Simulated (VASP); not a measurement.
# Tc: single point with PBEsol

Tc:

```
Tc
1.0
     2.69526    0.00000    0.00000
    -1.34763    2.33417    0.00000
     0.00000    0.00000    4.32485
Tc
2
Direct
  0.66667 0.33333 0.75000
  0.33333 0.66667 0.25000
```

```json
{
 "Program": "VASP 6.6.1",
 "Task": "single point",
 "Functional": "PBEsol",
 "Potentials or basis": "VASP PAW PBE potentials, release 64 (Tc_pv)",
 "Cutoff": "520 eV",
 "k mesh": "11 × 11 × 6",
 "Occupations": "fermi-dirac, width 0.05 eV",
 "Spin": "no spin polarisation",
 "Dipole correction": "no",
 "Further INCAR settings": "ALGO = Normal; EDIFF = 1e-07; NBANDS = 20"
}
```

The pressure is 9.3 GPa and the band gap on the k mesh is zero (band 13 reaches 14.93 eV, above the bottom of band 14 at 11.57 eV).

Levels at points of the mesh, in eV from the Fermi level:
| k point | band 9 | band 10 | band 11 | band 12 | band 13 | band 14 | band 15 | band 16 | band 17 | band 18 |
| --- | --- | --- | --- | --- | --- | --- | --- | --- | --- | --- |
| (0.00, 0.00, 0.00) | -1.68 | -1.68 | -1.60 | -0.90 | -0.90 | -0.13 | -0.13 | 1.80 | 2.74 | 2.74 |
| (0.00, 0.00, 0.50) | -1.98 | -1.98 | -1.81 | -1.81 | -1.81 | -1.81 | 2.03 | 2.03 | 2.03 | 2.03 |

Wall time 19 s on 1 thread of Intel Xeon 6975P-C, with other jobs on the host, peak memory 0.15 GiB.

Caveat: the PAW data sets were made with another functional, which shifts forces and pressure a little.
